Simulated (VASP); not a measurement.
# CdTe (Fm-3m) in VASP: further runs

CdTe is run at these levels: LDA, RPBE+D4; tasks: single point.

All numbers are computed with VASP 6.6.1; they aren't measurements. Logs are shortened: lines on timing, memory, paths and dates and some standing lists are left out, and cuts for length are marked.

### Step 1. The cell of the first run

It takes space group Fm-3m (No. 225, cubic). Conventional cell: a = 5.854 Å, b = 5.854 Å, c = 5.854 Å, α = 90.00°, β = 90.00°, γ = 90.00°. Within 3.9 Å of Cd (site symmetry m-3m) lie 6 Te at 2.93 Å. Te (site symmetry m-3m) has 6 Cd at 2.93 Å within 3.9 Å.

### Step 2. Single point, LDA (volume scaled by 0.96)

The input, INCAR:

```
  PREC = Accurate
  ENCUT = 520
  EDIFF = 1E-6
  ISMEAR = 0
  SIGMA = 0.05
  LREAL = False
  LASPH = True
  NELM = 80
  ALGO = Normal
  ISIF = 2
  LWAVE = False
  LCHARG = False
  NBANDS = 16
```

The input, KPOINTS:

```
regular mesh
0
Gamma
  6 6 6
```

The input, POSCAR:

```
CdTe
1.0
    0.0000000000      2.9269479746      2.9269479746
    2.9269479746      0.0000000000      2.9269479746
    2.9269479746      2.9269479746      0.0000000000
Cd Te
1 1
Direct
    0.5000000000      0.5000000000      0.5000000000
    0.0000000000      0.0000000000      0.0000000000
```

Potentials or basis: VASP PAW LDA potentials, release 64 (Cd, Te).

Started as:

```sh
> cat potpaw_LDA.64/Cd/POTCAR potpaw_LDA.64/Te/POTCAR > POTCAR
> mpirun -np 1 vasp_std > vasp.out
```

OUTCAR:

```text
PREC = Accurate
   ENCUT = 520
   EDIFF = 1E-6
   ISMEAR = 0
   LREAL = False
   LASPH = True
   NELM = 80
   ISIF = 2

 ion  position               nearest neighbor table
   1  0.500  0.500  0.500-   2 2.93   2 2.93   2 2.93   2 2.93   2 2.93   2 2.93
   2  0.000  0.000  0.000-   1 2.93   1 2.93   1 2.93   1 2.93   1 2.93   1 2.93

  LATTYP: Found a face centered cubic cell.
 ALAT       =     5.8538959492

  Lattice vectors:

 A1 = (   0.0000000000,   2.9269479746,   2.9269479746)
 A2 = (   2.9269479746,   0.0000000000,   2.9269479746)
 A3 = (   2.9269479746,   2.9269479746,   0.0000000000)

Analysis of symmetry for initial positions (statically):
=====================================================================
 Subroutine PRICEL returns:
 Original cell was already a primitive cell.

 Routine SETGRP: Setting up the symmetry group for a
 face centered cubic supercell.

 Subroutine GETGRP returns: Found 48 space group operations
 (whereof 48 operations were pure point group operations)
 out of a pool of 48 trial point group operations.

The static configuration has the point symmetry O_h .

Analysis of symmetry for dynamics (positions and initial velocities):
=====================================================================
 Subroutine PRICEL returns:
 Original cell was already a primitive cell.

 Routine SETGRP: Setting up the symmetry group for a
 face centered cubic supercell.

 Subroutine GETGRP returns: Found 48 space group operations
 (whereof 48 operations were pure point group operations)
 out of a pool of 48 trial point group operations.

The dynamic configuration has the point symmetry O_h .

 Subroutine INISYM returns: Found 48 space group operations
 (whereof 48 operations are pure point group operations),
 and found     1 'primitive' translations

----------------------------------------------------------------------------------------

                                     Primitive cell

  volume of cell :      50.1505

  direct lattice vectors                    reciprocal lattice vectors
     0.000000000  2.926947975  2.926947975    -0.170826405  0.170826405  0.170826405
     2.926947975  0.000000000  2.926947975     0.170826405 -0.170826405  0.170826405
[... 70 lines left out ...]
   ISPIN  =      1    spin polarized calculation?
   LNONCOLLINEAR =      F non collinear calculations
   LSORBIT =      F    spin-orbit coupling
   LASPH  =      T    aspherical Exc in radial PAW
   ENCUT  =  520.0 eV  38.22 Ry    6.18 a.u.   7.70  7.70  7.70*2*pi/ulx,y,z
   NELM   =     80;   NELMIN=  2; NELMDL= -5     # of ELM steps
   EDIFF  = 0.1E-05   stopping-criterion for ELM
   LREAL  =      F    real-space projection
   EDIFFG = 0.1E-04   stopping-criterion for IOM
   NSW    =      0    number of steps for IOM
   IBRION =     -1    ionic relax: 0-MD 1-quasi-New 2-CG
   NFREE  =      0    steps in history (QN), initial steepest desc. (CG)
   ISIF   =      2    stress and relaxation
   ISYM   =      2    0-nonsym 1-usesym 2-fastsym
   POTIM  = 0.5000    time-step for ionic-motion
   TEBEG  =    0.0;   TEEND  =   0.0 temperature during run
   PSTRESS=    0.0 pullay stress
   NELECT =      18.0000    total number of electrons
   NUPDOWN=      -1.0000    fix difference up-down
   EMIN   =  10.00;   EMAX   =-10.00  energy-range for DOS
   EFERMI =   0.00;   METHOD = LEGACY
   ISMEAR =     0;   SIGMA  =   0.05  broadening in eV -4-tet -1-fermi 0-gaus
   EFERMI_NEDOS =   21; number of points for ismear=-14 and -15
   IALGO  =     38    algorithm
   IMIX   =      4    mixing-type and parameters
     AMIX     =   0.40;   BMIX     =  1.00
     AMIX_MAG =   1.60;   BMIX_MAG =  1.00
  volume/ion in A,a.u.               =      25.08       169.22
  Fermi-wavevector in a.u.,A,eV,Ry     =   1.163431  2.198566 18.416464  1.353572
  Thomas-Fermi vector in A             =   2.299981
   LORBIT       =      0    0 simple, 1 ext, 2 COOP (PROOUT), +10 PAW based schemes
   GGA     = CA    functional components
   LHFCALC =     F    Hartree Fock is set to
   AEXX    =    0.0000 exact exchange contribution
   IVDW    =     0    specifies the selected vdW correction
   LEPSILON=     F    determine dielectric tensor
   LRPA    =     F    only Hartree local field effects (RPA)
 non-spin polarized calculation
 Gauss-broadening in eV      SIGMA  =   0.05
  energy-cutoff  :      520.00
  volume of cell :       50.15
 maximum number of plane-waves:      1363
   NGX = 15   NGY = 15   NGZ = 15

 number of electron      18.0000007 magnetization

 Free energy of the ion-electron system (eV)
  ---------------------------------------------------
  ext. energy  EPLUGINS =         0.00000000
  ---------------------------------------------------
  free energy    TOTEN  =        -5.77059332 eV

  energy without entropy =       -5.76740841  energy(sigma->0) =       -5.76900086

 E-fermi :   5.2081     XC(G=0): -10.5809

 val. band max:        5.1801372447   @ k =   0.5000   0.0000   0.0000
 cond. band min:       5.2421448891   @ k =   0.5000   0.3333   0.0000
 fundamental gap:      0.0620076444
 Fermi energy:         5.2081337453

 k-point     1 :       0.0000    0.0000    0.0000
  band No.  band energies     occupation
      1      -7.3453      2.00000
      2      -3.4663      2.00000
      3      -3.4663      2.00000
      4      -3.4159      2.00000
      5      -3.4159      2.00000
      6      -3.4159      2.00000
[... 281 lines left out ...]
      3      -3.4735      2.00000
      4      -3.3358      2.00000
      5      -3.2342      2.00000
      6      -2.4765      2.00000
[... 8 lines left out ...]
     15      17.0723      0.00000
     16      18.5619      0.00000

------------------------ aborting loop because EDIFF is reached ----------------------------------------

  FORCE on cell =-STRESS in cart. coord.  units (eV):
  Direction    XX          YY          ZZ          XY          YZ          ZX
  --------------------------------------------------------------------------------------
  -------------------------------------------------------------------------------------
  Total        1.0160246      1.0160246      1.0160246      0.0000000      0.0000000     -0.0000000
  in kB       32.4593478     32.4593478     32.4593478      0.0000000      0.0000000     -0.0000000
  external PRESSURE =      32.4593478 kB  Pullay stress =       0.0000000 kB

 VOLUME and BASIS-vectors are now :
 -----------------------------------------------------------------------------
  energy-cutoff  :      520.00
  volume of cell :       50.15
      direct lattice vectors                 reciprocal lattice vectors
     0.000000000  2.926947975  2.926947975    -0.170826405  0.170826405  0.170826405
     2.926947975  0.000000000  2.926947975     0.170826405 -0.170826405  0.170826405
     2.926947975  2.926947975  0.000000000     0.170826405  0.170826405 -0.170826405

 POSITION                                       TOTAL-FORCE (eV/Angst)
 -----------------------------------------------------------------------------------
      2.92695      2.92695      2.92695         0.000000      0.000000      0.000000
      0.00000      0.00000      0.00000        -0.000000     -0.000000     -0.000000
 -----------------------------------------------------------------------------------
    total drift:                               -0.000000     -0.000000      0.000000

  FREE ENERGIE OF THE ION-ELECTRON SYSTEM (eV)
  ---------------------------------------------------
  free  energy   TOTEN  =        -5.7705933192 eV

  energy  without entropy=       -5.7674084059  energy(sigma->0) =       -5.76900086
```

OSZICAR:

```text
N       E                     dE             d eps       ncg     rms          rms(c)
DAV:   1     0.975924499009E+02    0.97592E+02   -0.83786E+03   528   0.100E+03
DAV:   2    -0.299427643429E+01   -0.10059E+03   -0.94017E+02   640   0.245E+02
DAV:   3    -0.601793216163E+01   -0.30237E+01   -0.30175E+01   608   0.424E+01
DAV:   4    -0.603241064244E+01   -0.14478E-01   -0.14478E-01   656   0.312E+00
DAV:   5    -0.603258566054E+01   -0.17502E-03   -0.17502E-03   640   0.342E-01    0.735E+00
DAV:   6    -0.578735481717E+01    0.24523E+00   -0.39873E-01   592   0.861E+00    0.580E+00
DAV:   7    -0.577282404162E+01    0.14531E-01   -0.80243E-02   600   0.205E+00    0.202E+00
DAV:   8    -0.577089214725E+01    0.19319E-02   -0.90174E-03   568   0.118E+00    0.475E-01
DAV:   9    -0.577062049230E+01    0.27165E-03   -0.10145E-03   640   0.417E-01    0.881E-02
DAV:  10    -0.577059052881E+01    0.29963E-04   -0.10977E-04   616   0.135E-01    0.380E-02
DAV:  11    -0.577059234277E+01   -0.18140E-05   -0.11459E-05   648   0.208E-02    0.184E-02
DAV:  12    -0.577059331917E+01   -0.97641E-06   -0.36890E-06   544   0.124E-02
   1 F= -.57705933E+01 E0= -.57690009E+01  d E =-.318491E-02
```

stdout:

```text
POSCAR found type information on POSCAR CdTe
 POSCAR found :  2 types and       2 ions
 scaLAPACK will be used
 LDA part: xc-table for (Slater(with rela. corr.)+CA(PZ))
 , standard interpolation
 POSCAR, INCAR and KPOINTS ok, starting setup
 FFT: planning ... GRIDC
 FFT: planning ... GRID_SOFT
 FFT: planning ... GRID
 WAVECAR not read
 entering main loop
```

It took 4.7 s on 1 thread of AMD EPYC 9R45 (Zen 5), shared host; peak memory 0.12 GiB.

What came out:

```
Free energy            : -5.7706 eV
Pressure               : 3.2 GPa
Band gap on the k mesh : zero (band 9 reaches 5.26 eV, above the bottom of band 10 at 3.64 eV)
```

Caveat: the cell differs from its parent crystal (volume scaled by 0.96); spin-orbit coupling is left out, which moves the levels of the heavy elements.

### Step 3. Single point, LDA

This run uses another cell than the first one, of 26.12 Å³/atom, 1.042 times its volume.

The input, INCAR:

```
SYSTEM = CdTe
PREC = Accurate
ENCUT = 520
EDIFF = 1E-6
ISMEAR = 0
SIGMA = 0.05
LREAL = .FALSE.
LASPH = .TRUE.
NELM = 80
ALGO = Normal
ISIF = 2
LWAVE = .FALSE.
LCHARG = .TRUE.
LELF = .TRUE.
LVHAR = .TRUE.
NBANDS = 16
```

The input, KPOINTS:

```
regular mesh
0
G
  6 6 6
  0 0 0
```

The input, POSCAR:

```
CdTe
1.0
    0.0000000000      2.9670481353      2.9670481353
    2.9670481353      0.0000000000      2.9670481353
    2.9670481353      2.9670481353      0.0000000000
Cd Te
1 1
Direct
    0.5000000000      0.5000000000      0.5000000000
    0.0000000000      0.0000000000      0.0000000000
```

Potentials or basis: VASP PAW LDA potentials, release 64 (Cd, Te).

Started as:

```sh
> cat potpaw_LDA.64/Cd/POTCAR potpaw_LDA.64/Te/POTCAR > POTCAR
> mpirun -np 1 vasp_std > vasp.out
```

Wall time 5.2 s (1 thread of AMD EPYC 9R45 (Zen 5), shared host); peak memory 0.12 GiB.

It converged, with:

```yaml
Free_energy: -5.7936 eV
Pressure: 0.4 GPa
Band_gap_on_the_k_mesh: zero (band 9 reaches 4.78 eV, above the bottom of band 10 at 3.20 eV)
```

Levels at points of the mesh, in eV from the Fermi level:
```
           k point  band 5  band 6  band 7  band 8  band 9  band 10  band 11  band 12  band 13  band 14
(0.00, 0.00, 0.00)   -8.51   -8.51   -0.61   -0.61   -0.61     0.52     7.09     7.09     7.09     7.77
(0.50, 0.00, 0.00)   -8.40   -8.40   -5.73   -0.04   -0.04     2.55     3.79     3.79     5.03    10.42
(0.50, 0.50, 0.00)   -8.34   -7.53   -4.70   -2.44   -2.44    -1.54     4.04     9.51     9.51    10.29
```

Caveat: spin-orbit coupling is left out, which moves the levels of the heavy elements.

### Step 4. Single point, LDA (volume scaled by 1.02)

The input, INCAR:

```
SYSTEM = CdTe
PREC     = Accurate       ! precision mode
ENCUT    = 520            ! plane-wave cutoff, eV
EDIFF    = 1E-7           ! SCF threshold, eV
ISMEAR   = 0              ! smearing method
SIGMA    = 0.05           ! smearing width, eV
LREAL    = .FALSE.        ! projectors in reciprocal space
LASPH    = .TRUE.         ! aspherical terms in the spheres
NELM     = 100            ! most SCF steps
ALGO     = Normal         ! electronic algorithm
ISIF     = 2              ! what is computed and relaxed
LWAVE    = .FALSE.        ! write WAVECAR
LCHARG   = .FALSE.        ! write CHGCAR
GGA      = CA             ! functional
NBANDS   = 16             ! bands
```

The input, KPOINTS:

```
Automatic mesh
0
G
  6 6 6
  0 0 0
```

The input, POSCAR:

```
CdTe
1.0
    0.0000000000      2.9866980334      2.9866980334
    2.9866980334      0.0000000000      2.9866980334
    2.9866980334      2.9866980334      0.0000000000
Cd Te
1 1
Direct
    0.5000000000      0.5000000000      0.5000000000
    0.0000000000      0.0000000000      0.0000000000
```

Started as:

```sh
> cat potpaw_LDA.64/Cd/POTCAR potpaw_LDA.64/Te/POTCAR > POTCAR
> mpirun -np 1 vasp_std > vasp.out
```

It took 5.4 s on 1 thread of AMD EPYC 9R45 (Zen 5), shared host; peak memory 0.12 GiB.

It converged, with:

```
Free energy            : -5.7922 eV
Pressure               : -0.8 GPa
Band gap on the k mesh : zero (band 9 reaches 4.55 eV, above the bottom of band 10 at 2.99 eV)
```

Levels at points of the mesh, in eV from the Fermi level:
```tsv
k point	band 5	band 6	band 7	band 8	band 9	band 10	band 11	band 12	band 13	band 14
(0.00, 0.00, 0.00)	-8.45	-8.45	-0.58	-0.58	-0.58	0.42	7.08	7.08	7.08	7.72
(0.50, 0.00, 0.00)	-8.35	-8.35	-5.61	-0.05	-0.05	2.55	3.81	3.81	4.92	10.32
(0.50, 0.50, 0.00)	-8.30	-7.53	-4.57	-2.36	-2.36	-1.52	4.08	9.38	9.38	10.14
```

Caveat: the cell differs from its parent crystal (volume scaled by 1.02); spin-orbit coupling is left out, which moves the levels of the heavy elements.

### Step 5. Single point, RPBE+D4

This run uses another cell than the first one, of 27.06 Å³/atom, 1.079 times its volume.

The input, INCAR:

```
PREC     = Accurate       # precision mode
ENCUT    = 520            # plane-wave cutoff, eV
EDIFF    = 1E-6           # SCF threshold, eV
ISMEAR   = 0              # smearing method
SIGMA    = 0.05           # smearing width, eV
LREAL    = False          # projectors in reciprocal space
LASPH    = True           # aspherical terms in the spheres
NELM     = 80             # most SCF steps
ALGO     = Normal         # electronic algorithm
ISIF     = 2              # what is computed and relaxed
LWAVE    = False          # write WAVECAR
LCHARG   = True           # write CHGCAR
GGA      = RP             # functional
IVDW     = 13             # dispersion correction
LELF     = True           # ELF
LVHAR    = True         
NBANDS   = 16             # bands
```

The input, KPOINTS:

```
regular mesh
0
Gamma
  6 6 6
```

The input, POSCAR:

```
CdTe
1.0
    0.0000000000      3.0023159920      3.0023159920
    3.0023159920      0.0000000000      3.0023159920
    3.0023159920      3.0023159920      0.0000000000
Cd Te
1 1
Direct
    0.5000000000      0.5000000000      0.5000000000
    0.0000000000      0.0000000000      0.0000000000
```

Potentials or basis: VASP PAW PBE potentials, release 64 (Cd, Te).

Started as:

```sh
> cat potpaw_PBE.64/Cd/POTCAR potpaw_PBE.64/Te/POTCAR > POTCAR
> mpirun -np 1 vasp_std > vasp.out
```

It took 6.9 s on 1 thread of AMD EPYC 9R45 (Zen 5), shared host; peak memory 0.15 GiB.

The run converged. Its results:

```yaml
Free_energy: -5.3473 eV
Pressure: 0.2 GPa
Band_gap_on_the_k_mesh: zero (band 9 reaches 4.66 eV, above the bottom of band 10 at 3.33 eV)
Dispersion_energy_per_atom: -0.863 eV
```

Levels at points of the mesh, in eV from the Fermi level:
```tsv
k point	band 7	band 8	band 9	band 10	band 11	band 12
(0.00, 0.00, 0.00)	-0.58	-0.58	-0.58	0.59	7.03	7.03
(0.50, 0.00, 0.00)	-5.48	-0.10	-0.10	2.69	3.91	3.91
(0.50, 0.50, 0.00)	-4.46	-2.31	-2.31	-1.33	4.11	9.46
```

Caveat: the PAW data sets were made with another functional, which shifts forces and pressure a little; spin-orbit coupling is left out, which moves the levels of the heavy elements; pairwise dispersion overbinds metals, which lowers pressure and volume.

### Step 6. Overview

```csv
level,potentials or basis,cell,gap on the mesh (eV),pressure (GPa)
LDA,"VASP PAW LDA potentials, release 64 (Cd, Te)","a = 4.139 Å, angles 60.0°, 2 atoms",none,3.2
LDA,"VASP PAW LDA potentials, release 64 (Cd, Te)","a = 4.196 Å, angles 60.0°, 2 atoms",none,0.4
LDA,"VASP PAW LDA potentials, release 64 (Cd, Te)","a = 4.224 Å, angles 60.0°, 2 atoms",none,-0.8
RPBE+D4,"VASP PAW PBE potentials, release 64 (Cd, Te)","a = 4.246 Å, angles 60.0°, 2 atoms",none,0.2
```

Alike in all rows: task single point; no spin polarisation; k mesh 6 × 6 × 6; cutoff (eV) 520; smearing gaussian 0.05 eV.

Caveats: spin-orbit coupling is left out, which moves the levels of the heavy elements; the PAW data sets were made with another functional, which shifts forces and pressure a little (some runs); pairwise dispersion overbinds metals, which lowers pressure and volume (some runs).

Absolute energies hang on the potentials; compare differences alone.
